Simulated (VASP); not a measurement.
CaO: single point with LDA

The system is CaO.

```
Ca O
1.0
     0.00000    2.35395    2.35395
     2.35395    0.00000    2.35395
     2.35395    2.35395    0.00000
Ca O
1 1
Direct
  0.00000 0.00000 0.00000
  0.50000 0.50000 0.50000
```

```json
{
  "Program": "VASP 6.6.1",
  "Task": "single point",
  "Functional": "LDA",
  "Potentials or basis": "VASP PAW LDA potentials, release 64 (Ca_sv, O)",
  "Cutoff": "600 eV",
  "k mesh": "8 × 8 × 8",
  "Occupations": "gaussian, width 0.02 eV",
  "Spin": "no spin polarisation"
}
```

| Property | Result |
| --- | --- |
| Pressure | 0.8 GPa |
| Band gap on the k mesh | 3.42 eV (least direct gap 3.78 eV) |

Levels at points of the mesh, in eV from the valence-band top:
```
           k point  band 4  band 5  band 6  band 7  band 8  band 9  band 10  band 11  band 12  band 13
(0.00, 0.00, 0.00)  -17.82  -15.33    0.00    0.00    0.00    5.08     6.25     6.25     6.25     7.92
(0.50, 0.00, 0.00)  -17.88  -13.79   -2.86   -1.36   -1.36    7.24     8.64     8.64     8.79    10.96
(0.50, 0.50, 0.00)  -18.11  -15.09   -1.27   -0.36   -0.36    3.42     8.49     9.23     9.96     9.96
```

Run time: 23 s on 1 thread of Intel Xeon 8259CL, on a shared host, peak memory 0.15 GiB.

A k mesh can miss the band edges.
